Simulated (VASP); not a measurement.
Ru:

```
Ru
1.0
     2.65228    0.00000    0.00000
    -1.32614    2.29694    0.00000
     0.00000    0.00000    4.29669
Ru
2
Direct
  0.33333 0.66667 0.25000
  0.66667 0.33333 0.75000
```

| Quantity | Value |
| --- | --- |
| Program | VASP 6.6.1 |
| Task | relaxation of cell and atoms |
| Functional | LDA |
| Potentials or basis | VASP PAW LDA potentials, release 64 (Ru_pv) |
| Cutoff | 600 eV |
| k mesh | 19 × 19 × 10 |
| Occupations | fermi-dirac, width 0.1 eV |
| Spin | no spin polarisation |

At the start: pressure 0.9 GPa; volume 13.09 Å³/atom.

Question: Where does the relaxation end?

Answer: Over 5 steps the energy falls by 9.3 meV/atom and the volume is 13.13 Å³/atom (+0.3 %); space group P6_3/mmc (No. 194, to 0.1 Å) before and after.

The path:
| step | energy change (eV) | largest force (eV/Å) | pressure (GPa) | volume (Å³) |
| --- | --- | --- | --- | --- |
| 1 | 0.0000 | 0.0000 | 0.94 | 26.18 |
| 2 | 0.0033 | 0.0000 | -1.84 | 26.44 |
| 3 | -0.0185 | 0.0000 | -0.81 | 26.31 |
| 4 | -0.0174 | 0.0000 | 2.39 | 26.09 |
| 5 | -0.0187 | 0.0000 | 0.03 | 26.25 |

Final structure:
```yaml
crystal:
  lattice:
    - [2.67754, 0.00000, 0.00000]
    - [-1.33877, 2.31882, 0.00000]
    - [0.00000, 0.00000, 4.22829]
  atoms:
    - { symbol: Ru, position: [0.33333, 0.66667, 0.25000] }
    - { symbol: Ru, position: [0.66667, 0.33333, 0.75000] }
```
